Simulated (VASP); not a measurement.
# Be2Si (Fm-3m) in VASP: a series of runs

Be2Si is run at these levels: PBEsol, PBEsol+D4, r2SCAN; tasks: single point.

All numbers are computed with VASP 6.6.1; they aren't measurements. Logs are shortened: lines on timing, memory, paths and dates and some standing lists are left out, and cuts for length are marked.

### 1 The cell of the first run

It takes space group Fm-3m (No. 225, cubic). The conventional cell has a = 5.283 Å, b = 5.283 Å, c = 5.283 Å, α = 90.00°, β = 90.00°, γ = 90.00°. Within 3.0 Å of Si (site symmetry m-3m) lie 8 Be at 2.29 Å. Within 3.0 Å of Be (site symmetry -43m) lie 4 Si at 2.29 Å and 6 Be at 2.64 Å.

### 2 Single point, PBEsol

INCAR reads:

```
  ALGO = Normal
  EDIFF = 1E-6
  ENCUT = 600
  GGA = PS
  GGA_COMPAT = F
  ISIF = 2
  ISMEAR = -1
  LASPH = T
  LCHARG = F
  LREAL = F
  LWAVE = F
  NBANDS = 11
  NELM = 120
  PREC = Accurate
  SIGMA = 0.02
```

KPOINTS reads:

```
k-points
0
Gamma
  6 6 6
```

POSCAR reads:

```
Be2Si
1.0
    0.0000000000      2.6413830465      2.6413830465
    2.6413830465      0.0000000000      2.6413830465
    2.6413830465      2.6413830465      0.0000000000
Si Be
1 2
Direct
    0.0000000000      0.0000000000      0.0000000000
    0.2500000000      0.2500000000      0.2500000000
    0.7500000000      0.7500000000      0.7500000000
```

Potentials or basis: VASP PAW PBE potentials, release 64 (Si, Be).

Run with:

```
$ cat potpaw_PBE.64/Si/POTCAR potpaw_PBE.64/Be/POTCAR > POTCAR
$ mpirun -np 1 vasp_std > vasp.out
```

OUTCAR:

```text
EDIFF = 1E-6
   ENCUT = 600
   GGA = PS
   ISIF = 2
   ISMEAR = -1
   LASPH = T
   LREAL = F
   NELM = 120
   PREC = Accurate

 ion  position               nearest neighbor table
   1  0.000  0.000  0.000-   2 2.29   3 2.29   3 2.29   3 2.29   3 2.29   2 2.29   2 2.29   2 2.29

   2  0.250  0.250  0.250-   1 2.29   1 2.29   1 2.29   1 2.29
   3  0.750  0.750  0.750-   1 2.29   1 2.29   1 2.29   1 2.29

  LATTYP: Found a face centered cubic cell.
 ALAT       =     5.2827660930

  Lattice vectors:

 A1 = (   0.0000000000,   2.6413830465,   2.6413830465)
 A2 = (   2.6413830465,   0.0000000000,   2.6413830465)
 A3 = (   2.6413830465,   2.6413830465,   0.0000000000)

Analysis of symmetry for initial positions (statically):
=====================================================================
 Subroutine PRICEL returns:
 Original cell was already a primitive cell.

 Routine SETGRP: Setting up the symmetry group for a
 face centered cubic supercell.

 Subroutine GETGRP returns: Found 48 space group operations
 (whereof 48 operations were pure point group operations)
 out of a pool of 48 trial point group operations.

The static configuration has the point symmetry O_h .

Analysis of symmetry for dynamics (positions and initial velocities):
=====================================================================
 Subroutine PRICEL returns:
 Original cell was already a primitive cell.

 Routine SETGRP: Setting up the symmetry group for a
 face centered cubic supercell.

 Subroutine GETGRP returns: Found 48 space group operations
 (whereof 48 operations were pure point group operations)
 out of a pool of 48 trial point group operations.

The dynamic configuration has the point symmetry O_h .

 Subroutine INISYM returns: Found 48 space group operations
 (whereof 48 operations are pure point group operations),
 and found     1 'primitive' translations

----------------------------------------------------------------------------------------

                                     Primitive cell

  volume of cell :      36.8574

  direct lattice vectors                    reciprocal lattice vectors
     0.000000000  2.641383047  2.641383047    -0.189294771  0.189294771  0.189294771
     2.641383047  0.000000000  2.641383047     0.189294771 -0.189294771  0.189294771
     2.641383047  2.641383047  0.000000000     0.189294771  0.189294771 -0.189294771

  length of vectors
     3.735479728  3.735479728  3.735479728     0.327868162  0.327868162  0.327868162

  position of ions in fractional coordinates (direct lattice)
     0.000000000  0.000000000  0.000000000
     0.250000000  0.250000000  0.250000000
     0.750000000  0.750000000  0.750000000

  ion indices of the primitive-cell ions
   primitive index   ion index
                 1           1
                 2           2
                 3           3

----------------------------------------------------------------------------------------

 KPOINTS: k-points

Automatic generation of k-mesh.
 Grid dimensions read from file:
 generate k-points for:    6    6    6

 Generating k-lattice:

  Cartesian coordinates                     Fractional coordinates (reciprocal lattice)
    -0.031549129  0.031549129  0.031549129     0.166666667  0.000000000  0.000000000
     0.031549129 -0.031549129  0.031549129     0.000000000  0.166666667  0.000000000
     0.031549129  0.031549129 -0.031549129     0.000000000  0.000000000  0.166666667

  Length of vectors
     0.054644694  0.054644694  0.054644694

  Shift w.r.t. Gamma in fractional coordinates (k-lattice)
     0.000000000  0.000000000  0.000000000

 Subroutine IBZKPT returns following result:
 ===========================================

 Found     16 irreducible k-points:

 Following reciprocal coordinates:
            Coordinates               Weight
  0.000000  0.000000  0.000000      1.000000
  0.166667  0.000000  0.000000      8.000000
  0.333333  0.000000  0.000000      8.000000
  0.500000  0.000000  0.000000      4.000000
  0.166667  0.166667  0.000000      6.000000
  0.333333  0.166667  0.000000     24.000000
[... 8 lines left out ...]
 -0.333333  0.333333  0.166667     24.000000
 -0.333333  0.500000  0.166667     12.000000
   k-points           NKPTS =     16   k-points in BZ     NKDIM =     16   number of bands    NBANDS=     11
   number of dos      NEDOS =    301   number of ions     NIONS =      3
   total plane-waves  NPLWV =  27000
   dimension x,y,z NGX =    30 NGY =   30 NGZ =   30
   dimension x,y,z NGXF=    60 NGYF=   60 NGZF=   60
   ions per type =               1   2
   NGX,Y,Z   is equivalent  to a cutoff of  13.35, 13.35, 13.35 a.u.
   NGXF,Y,Z  is equivalent  to a cutoff of  26.70, 26.70, 26.70 a.u.
 SYSTEM =  unknown system
   PREC   = accura    normal or accurate (medium, high low for compatibility)
   ISTART =      0    job   : 0-new  1-cont  2-samecut
   ICHARG =      2    charge: 1-file 2-atom 10-const
   ISPIN  =      1    spin polarized calculation?
[... 65 lines left out ...]
      4       7.0509      0.00000
      5       7.4683      0.00000
      6       7.4683      0.00000
      7       7.4683      0.00000
      8      12.6185      0.00000
      9      14.0378      0.00000
     10      14.0378      0.00000
     11      14.0493      0.00000

 k-point     2 :       0.1667    0.0000    0.0000
  band No.  band energies     occupation
      1      -5.0324      2.00000
      2       4.0741      2.00000
      3       6.0901      2.00000
      4       6.0901      2.00000
      5       8.4577      0.00000
      6       8.4577      0.00000
      7       8.9368      0.00000
      8      12.6435      0.00000
      9      12.6435      0.00000
     10      13.0355      0.00000
     11      14.3580      0.00000

 k-point     3 :       0.3333    0.0000    0.0000
  band No.  band energies     occupation
      1      -4.0026      2.00000
      2       1.0240      2.00000
      3       5.4684      2.00000
      4       5.4684      2.00000
      5       8.2635      0.00000
      6       8.2635      0.00000
      7       9.1847      0.00000
      8      12.9686      0.00000
      9      13.9166      0.00000
     10      13.9166      0.00000
     11      15.7171      0.00000

 k-point     4 :       0.5000    0.0000    0.0000
  band No.  band energies     occupation
      1      -2.9630      2.00000
      2      -0.7199      2.00000
      3       5.2971      2.00000
      4       5.2971      2.00000
      5       7.8788      0.00000
      6       7.8788      0.00000
      7       9.1850      0.00000
      8      12.8702      0.00000
      9      16.9779      0.00000
     10      16.9780      0.00000
     11      17.3270      0.00000

 k-point     5 :       0.1667    0.1667    0.0000
  band No.  band energies     occupation
      1      -4.9124      2.00000
      2       4.8232      2.00000
      3       4.8232      2.00000
      4       5.6109      2.00000
      5       6.8746      0.00000
      6      10.1056      0.00000
      7      10.1449      0.00000
      8      10.1449      0.00000
      9      14.7881      0.00000
     10      14.9731      0.00000
     11      15.1228      0.00000
[... 99 lines left out ...]
 k-point    13 :       0.5000    0.5000    0.0000
  band No.  band energies     occupation
      1      -2.0412      2.00000
      2       0.2199      2.00000
      3       2.7575      2.00000
      4       2.7575      2.00000
      5       6.4425      1.89805
      6       6.9099      0.00000
      7      14.3800      0.00000
      8      14.3800      0.00000
      9      17.5665      0.00000
     10      18.3582      0.00000
     11      18.3583      0.00000

 k-point    14 :       0.5000    0.3333    0.1667
  band No.  band energies     occupation
      1      -3.1258      2.00000
      2       1.4476      2.00000
      3       2.2113      2.00000
      4       3.5571      2.00000
      5       8.4034      0.00000
      6       9.8347      0.00000
      7      10.0409      0.00000
      8      12.8390      0.00000
      9      15.7370      0.00000
     10      15.8996      0.00000
     11      16.4653      0.00000

 k-point    15 :      -0.3333    0.3333    0.1667
  band No.  band energies     occupation
      1      -2.2015      2.00000
      2       0.1965      2.00000
      3       1.9959      2.00000
      4       2.8323      2.00000
      5       9.1330      0.00000
      6       9.2951      0.00000
      7      12.4079      0.00000
      8      12.6540      0.00000
      9      13.4085      0.00000
     10      15.9368      0.00000
     11      18.0426      0.00000

 k-point    16 :      -0.3333    0.5000    0.1667
  band No.  band energies     occupation
      1      -1.8548      2.00000
      2       0.6266      2.00000
      3       1.7562      2.00000
      4       1.8160      2.00000
      5       8.2923      0.00000
      6       9.2384      0.00000
      7      11.7980      0.00000
      8      13.7949      0.00000
      9      14.6326      0.00000
     10      16.9001      0.00000
     11      18.7913      0.00000

------------------------ aborting loop because EDIFF is reached ----------------------------------------

  FORCE on cell =-STRESS in cart. coord.  units (eV):
  Direction    XX          YY          ZZ          XY          YZ          ZX
  --------------------------------------------------------------------------------------
  -------------------------------------------------------------------------------------
  Total       -0.2527418     -0.2527418     -0.2527418     -0.0000000     -0.0000000      0.0000000
  in kB      -10.9866053    -10.9866053    -10.9866053     -0.0000000     -0.0000000      0.0000000
  external PRESSURE =     -10.9866053 kB  Pullay stress =       0.0000000 kB

 VOLUME and BASIS-vectors are now :
 -----------------------------------------------------------------------------
  energy-cutoff  :      600.00
  volume of cell :       36.86
      direct lattice vectors                 reciprocal lattice vectors
     0.000000000  2.641383047  2.641383047    -0.189294771  0.189294771  0.189294771
     2.641383047  0.000000000  2.641383047     0.189294771 -0.189294771  0.189294771
     2.641383047  2.641383047  0.000000000     0.189294771  0.189294771 -0.189294771

 POSITION                                       TOTAL-FORCE (eV/Angst)
 -----------------------------------------------------------------------------------
      0.00000      0.00000      0.00000         0.000000      0.000000      0.000000
      1.32069      1.32069      1.32069        -0.000000     -0.000000     -0.000000
      3.96207      3.96207      3.96207         0.000000      0.000000      0.000000
 -----------------------------------------------------------------------------------
    total drift:                               -0.000000      0.000000      0.000000

  FREE ENERGIE OF THE ION-ELECTRON SYSTEM (eV)
  ---------------------------------------------------
  free  energy   TOTEN  =       -13.0382728799 eV

  energy  without entropy=      -13.0380287313  energy(sigma->0) =      -13.03815081
```

It took 5.3 s on 1 thread of AMD EPYC 9R45 (Zen 5), shared host; peak memory 0.13 GiB.

What came out:

```
Free energy            : -13.0383 eV
Pressure               : -1.1 GPa
Band gap on the k mesh : zero (bands 4 and 5 overlap by 0.61 eV)
```

Levels at points of the mesh, in eV from the Fermi level:
| k point | band 1 | band 2 | band 3 | band 4 | band 5 | band 6 | band 7 | band 8 | band 9 |
| --- | --- | --- | --- | --- | --- | --- | --- | --- | --- |
| (0.00, 0.00, 0.00) | -11.89 | 0.55 | 0.55 | 0.55 | 0.97 | 0.97 | 0.97 | 6.12 | 7.54 |
| (0.50, 0.00, 0.00) | -9.46 | -7.22 | -1.20 | -1.20 | 1.38 | 1.38 | 2.68 | 6.37 | 10.48 |
| (0.50, 0.50, 0.00) | -8.54 | -6.28 | -3.74 | -3.74 | -0.06 | 0.41 | 7.88 | 7.88 | 11.07 |

Caveat: the PAW data sets were made with another functional, which shifts forces and pressure a little.

### 3 Single point, PBEsol

INCAR reads:

```
SYSTEM = Be2Si
PREC = Accurate ; ENCUT = 600
EDIFF = 1E-6 ; ISMEAR = -1
SIGMA = 0.5 ; LREAL = .False.
LASPH = .True. ; NELM = 120
ALGO = Normal ; ISIF = 2
LWAVE = .False. ; LCHARG = .False.
GGA = PS ; NBANDS = 11
GGA_COMPAT = .False.
```

KPOINTS reads:

```
Automatic mesh
0
Gamma
  6 6 6
  0 0 0
```

POSCAR is that of step 2.

Potentials or basis: VASP PAW PBE potentials, release 64 (Si, Be).

Run with:

```
$ cat potpaw_PBE.64/Si/POTCAR potpaw_PBE.64/Be/POTCAR > POTCAR
$ mpirun -np 1 vasp_std > vasp.out
```

Wall time 5.3 s (1 thread of AMD EPYC 9R45 (Zen 5), shared host); peak memory 0.13 GiB.

The run converged. Its results:

```
Free energy            : -13.2687 eV
Pressure               : -0.5 GPa
Band gap on the k mesh : zero (bands 4 and 5 overlap by 0.61 eV)
```

Levels at points of the mesh, in eV from the Fermi level:
```tsv
k point	band 2	band 3	band 4	band 5	band 6	band 7
(0.00, 0.00, 0.00)	0.72	0.72	0.72	1.09	1.09	1.09
(0.50, 0.00, 0.00)	-7.06	-1.06	-1.06	1.55	1.55	2.83
(0.50, 0.50, 0.00)	-6.13	-3.59	-3.59	0.11	0.57	8.04
```

Caveat: so wide a smearing shifts energies and pressures; the PAW data sets were made with another functional, which shifts forces and pressure a little.

### 4 Single point, PBEsol

INCAR reads:

```
SYSTEM = Be2Si
  PREC = Accurate
  ENCUT = 600
  EDIFF = 1E-6
  ISMEAR = 1
  SIGMA = 0.2
  LREAL = .FALSE.
  LASPH = .TRUE.
  NELM = 120
  ALGO = Normal
  ISIF = 2
  LWAVE = .FALSE.
  LCHARG = .TRUE.
  GGA = PS
  LELF = .TRUE.
  LVHAR = .TRUE.
  NBANDS = 11
  GGA_COMPAT = .FALSE.
```

KPOINTS reads:

```
Automatic mesh
0
G
  6 6 6
  0 0 0
```

POSCAR is that of step 3.

Run with:

```
$ cat potpaw_PBE.64/Si/POTCAR potpaw_PBE.64/Be/POTCAR > POTCAR
$ mpirun -np 1 vasp_std > vasp.out
```

Run time: 5.7 s. Hardware: 1 thread of AMD EPYC 9R45 (Zen 5), shared host; peak memory 0.13 GiB.

It converged, with:

| Property | Result |
| --- | --- |
| Free energy | -13.0377 eV |
| Pressure | -1.1 GPa |
| Band gap on the k mesh | zero (bands 4 and 5 overlap by 0.61 eV) |

Levels at points of the mesh, in eV from the Fermi level:
```
           k point  band 1  band 2  band 3  band 4  band 5  band 6  band 7  band 8  band 9
(0.00, 0.00, 0.00)  -11.87    0.57    0.57    0.57    0.99    0.99    0.99    6.14    7.56
(0.50, 0.00, 0.00)   -9.44   -7.20   -1.18   -1.18    1.40    1.40    2.71    6.39   10.50
(0.50, 0.50, 0.00)   -8.52   -6.26   -3.72   -3.72   -0.04    0.43    7.90    7.90   11.09
```

Caveat: the PAW data sets were made with another functional, which shifts forces and pressure a little.

### 5 Single point, PBEsol+D4

INCAR reads:

```
SYSTEM = Be2Si
PREC     = Accurate       ! precision mode
ENCUT    = 600            ! plane-wave cutoff, eV
EDIFF    = 1E-6           ! SCF threshold, eV
ISMEAR   = -1             ! smearing method
SIGMA    = 0.02           ! smearing width, eV
LREAL    = .False.        ! projectors in reciprocal space
LASPH    = .True.         ! aspherical terms in the spheres
NELM     = 120            ! most SCF steps
ALGO     = Normal         ! electronic algorithm
ISIF     = 2              ! what is computed and relaxed
LWAVE    = .False.        ! write WAVECAR
LCHARG   = .False.        ! write CHGCAR
GGA      = PS             ! functional
IVDW     = 13             ! dispersion correction
NBANDS   = 11             ! bands
GGA_COMPAT= .False.
```

KPOINTS reads:

```
regular mesh
0
Gamma
  6 6 6
  0 0 0
```

POSCAR is that of step 4.

Run with:

```
$ cat potpaw_PBE.64/Si/POTCAR potpaw_PBE.64/Be/POTCAR > POTCAR
$ mpirun -np 1 vasp_std > vasp.out
```

Wall time 5.5 s (1 thread of AMD EPYC 9R45 (Zen 5), shared host); peak memory 0.13 GiB.

The run converged. Its results:

```
Free energy                : -13.3774 eV
Pressure                   : 67.3 GPa
Band gap on the k mesh     : zero (bands 4 and 5 overlap by 0.61 eV)
Dispersion energy per atom : -0.113 eV
```

Levels at points of the mesh, in eV from the Fermi level:
```
           k point  band 1  band 2  band 3  band 4  band 5  band 6  band 7  band 8
(0.00, 0.00, 0.00)  -11.89    0.55    0.55    0.55    0.97    0.97    0.97    6.12
(0.50, 0.00, 0.00)   -9.46   -7.22   -1.20   -1.20    1.38    1.38    2.68    6.37
(0.50, 0.50, 0.00)   -8.54   -6.28   -3.74   -3.74   -0.06    0.41    7.88    7.88
```

Caveat: the cell stands under pressure; the PAW data sets were made with another functional, which shifts forces and pressure a little.

### 6 Single point, r2SCAN

POSCAR is that of step 5.

INCAR.step1 reads:

```
PREC = Accurate
ENCUT = 660
ISMEAR = -1
SIGMA = 0.02
LREAL = False
LASPH = True
NELM = 120
NBANDS = 11
GGA = PE
ALGO = Normal
EDIFF = 1E-5
LWAVE = True
LCHARG = False
GGA_COMPAT = False
```

INCAR.step2 reads:

```
PREC = Accurate
ENCUT = 660
EDIFF = 1E-6
ISMEAR = -1
SIGMA = 0.02
LREAL = False
LASPH = True
NELM = 120
ALGO = Normal
ISIF = 2
LWAVE = False
LCHARG = False
METAGGA = R2SCAN
LMIXTAU = True
NBANDS = 11
ISTART = 1
GGA_COMPAT = False
```

KPOINTS reads:

```
Automatic mesh
0
Gamma
  6 6 6
```

Potentials or basis: VASP PAW PBE potentials, release 64 (Si, Be).

Run with:

```
$ cat potpaw_PBE.64/Si/POTCAR potpaw_PBE.64/Be/POTCAR > POTCAR
$ cp INCAR.step1 INCAR
$ mpirun -np 1 vasp_std > vasp.out
$ cp INCAR.step2 INCAR
$ mpirun -np 1 vasp_std > vasp.out
```

It took 28 s on 1 thread of AMD EPYC 9R45 (Zen 5), shared host; peak memory 0.15 GiB.

Results (log left out):

- Free energy: -16.6856 eV
- Pressure: 0.1 GPa
- Band gap on the k mesh: zero (bands 4 and 5 overlap by 0.72 eV)

Levels at points of the mesh, in eV from the Fermi level:
```csv
k point,band 1,band 2,band 3,band 4,band 5,band 6,band 7,band 8
"(0.00, 0.00, 0.00)",-12.61,0.65,0.65,0.65,0.98,0.98,0.98,6.97
"(0.50, 0.00, 0.00)",-10.02,-7.65,-1.30,-1.30,1.55,1.55,2.97,7.08
"(0.50, 0.50, 0.00)",-9.00,-6.73,-3.97,-3.97,-0.07,0.69,8.58,8.58
```

Caveat: the PAW data sets were made with another functional, which shifts forces and pressure a little.

### 7 Summary

| level | cutoff (eV) | smearing | gap on the mesh (eV) | pressure (GPa) |
| --- | --- | --- | --- | --- |
| PBEsol | 600 | fermi-dirac 0.02 eV | none | -1.1 |
| PBEsol | 600 | fermi-dirac 0.5 eV | none | -0.5 |
| PBEsol | 600 | methfessel-paxton 0.2 eV | none | -1.1 |
| PBEsol+D4 | 600 | fermi-dirac 0.02 eV | none | 67.3 |
| r2SCAN | 660 | fermi-dirac 0.02 eV | none | 0.1 |

Alike in all rows: task single point; potentials or basis VASP PAW PBE potentials, release 64 (Si, Be); no spin polarisation; cell as given; k mesh 6 × 6 × 6.

The pressure there spans -1.1 GPa (PBEsol) to 67.3 GPa (PBEsol+D4); a positive pressure means that this level wants a larger cell, a negative one a smaller.

Caveats: the PAW data sets were made with another functional, which shifts forces and pressure a little; so wide a smearing shifts energies and pressures (at least some runs); the cell stands under pressure (at least some runs).

Total energies depend on the potentials used, so only differences within one code and one set of settings carry meaning.
